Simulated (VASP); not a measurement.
Si3Br2:

```
Si Br
1.0
     8.42417    0.00000    0.00000
     0.00000    8.42417    0.00000
     0.00000    0.00000    3.40352
Si Br
6 4
Direct
  0.00000 0.00000 0.00000
  0.50000 0.50000 0.00000
  0.21239 0.71239 0.50000
  0.28761 0.21239 0.50000
  0.78761 0.28761 0.50000
  0.71239 0.78761 0.50000
  0.37060 0.87060 0.00000
  0.12940 0.37060 0.00000
  0.62940 0.12940 0.00000
  0.87060 0.62940 0.00000
```

| Quantity | Value |
| --- | --- |
| Program | VASP 6.6.1 |
| Task | relaxation of cell and atoms |
| Functional | PBE |
| Potentials or basis | VASP PAW PBE potentials, release 64 (Si, Br) |
| Cutoff | 600 eV |
| k mesh | 2 × 2 × 6 |
| Occupations | gaussian, width 0.1 eV |
| Spin | no spin polarisation |

At the start: pressure -0.4 GPa; volume 24.15 Å³/atom.

Problem. How do energy, volume and symmetry change on relaxing?

Solution. Over 13 steps the energy falls by 33.6 meV/atom and the volume is 24.35 Å³/atom (+0.8 %); space group P4/mbm (No. 127, to 0.1 Å) before and after.

The path:
```csv
step,energy change (eV),largest force (eV/Å),pressure (GPa),volume (Å³)
1,0.0000,0.1053,-0.42,241.54
2,-0.1522,0.0361,-0.04,239.24
3,-0.2767,0.2079,0.83,235.73
4,-0.2810,0.2637,1.23,234.40
5,-0.2825,0.2472,1.10,234.80
6,-0.3061,0.2034,-0.15,241.34
7,-0.3092,0.1376,0.16,239.65
8,-0.3152,0.1226,0.00,240.87
9,-0.3197,0.0949,-0.26,243.11
10,-0.3239,0.0639,-0.14,242.86
11,-0.3292,0.1271,0.15,242.27
12,-0.3341,0.0692,0.05,242.85
13,-0.3361,0.0301,-0.05,243.54
```

Final structure:
```
Si Br
1.0
     8.78253    0.00000    0.00000
     0.00000    8.78253    0.00000
     0.00000    0.00000    3.15740
Si Br
6 4
Direct
  0.00000 0.00000 0.00000
  0.50000 0.50000 0.00000
  0.21813 0.71813 0.50000
  0.28187 0.21813 0.50000
  0.78187 0.28187 0.50000
  0.71813 0.78187 0.50000
  0.37362 0.87362 0.00000
  0.12638 0.37362 0.00000
  0.62638 0.12638 0.00000
  0.87362 0.62638 0.00000
```

Caveat: the k points lie up to 0.36 Å⁻¹ apart in the final cell.
